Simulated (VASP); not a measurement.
The system is CdF2.

```
Cd F
1.0
     0.00000    2.74702    2.74702
     2.74702    0.00000    2.74702
     2.74702    2.74702    0.00000
Cd F
1 2
Direct
  0.00000 0.00000 0.00000
  0.25000 0.25000 0.25000
  0.75000 0.75000 0.75000
```

This cell differs from its parent crystal: volume changed by +6%.

Base run:

| Item | Value |
| --- | --- |
| Program | VASP 6.6.1 |
| Functional | r2SCAN |
| Potentials or basis | VASP PAW PBE potentials, release 64 (Cd_sv_GW, F) |
| Cutoff | 660 eV |
| k mesh | 6 × 6 × 6 |
| Occupations | gaussian, width 0.01 eV |
| Spin | no spin polarisation |

Its results: band gap on the k mesh 3.59 eV, indirect (least direct gap 4.16 eV); pressure -6.2 GPa.

The run is repeated on the same cell with these changes: potentials or basis from VASP PAW PBE potentials, release 64 (Cd_sv_GW, F) to VASP PAW PBE potentials, release 64 (Cd, F); cutoff from 660 eV to 520 eV; further incar settings from ALGO = Normal; EDIFF = 1e-06; NBANDS = 24 to ALGO = Normal; EDIFF = 1e-07; NBANDS = 20; valence electrons from 34 to 26. What comes out?

Band gap on the k mesh 3.56 eV, indirect (least direct gap 4.11 eV); pressure -5.0 GPa.

Caveats: the PAW data sets were made with another functional, which shifts forces and pressure a little.

A k mesh can miss the band edges.
